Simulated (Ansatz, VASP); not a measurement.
Al2Cl3: VASP beside Ansatz

```
Al Cl
1.0
     4.74151    0.00000    0.00000
    -2.37076    4.10627    0.00000
     0.00000    0.00000    5.95925
Al Cl
2 3
Direct
  0.33333 0.66667 0.21970
  0.66667 0.33333 0.78030
  0.00000 0.00000 0.00000
  0.33333 0.66667 0.64952
  0.66667 0.33333 0.35048
```

Alike in both runs: functional PBE; k mesh 6 × 6 × 4; occupations gaussian, width 0.1 eV; no spin polarisation.

Ansatz relaxed the structure, and its values are those at the end. VASP's run is a single point on that final structure, the one shown.

|  | VASP | Ansatz |
| --- | --- | --- |
| version | VASP 6.6.1 | Ansatz 0.2.0 |
| potentials or method | VASP PAW PBE potentials, release 64 (Al, Cl), cutoff 520 eV | scalar-relativistic, plane waves, PAW |
| valence electrons in the cell | 27 | 27 |

```tsv
	VASP	Ansatz	Ansatz less VASP
gap on the k mesh at the Fermi level (eV)	none	none	-
pressure (GPa)	-0.2	-0.1	+0.05
rms of the force components (eV/Å)	0.007	0.005	-0.0020
```

A gap of «none» marks a metal or a gap that the smearing closes.
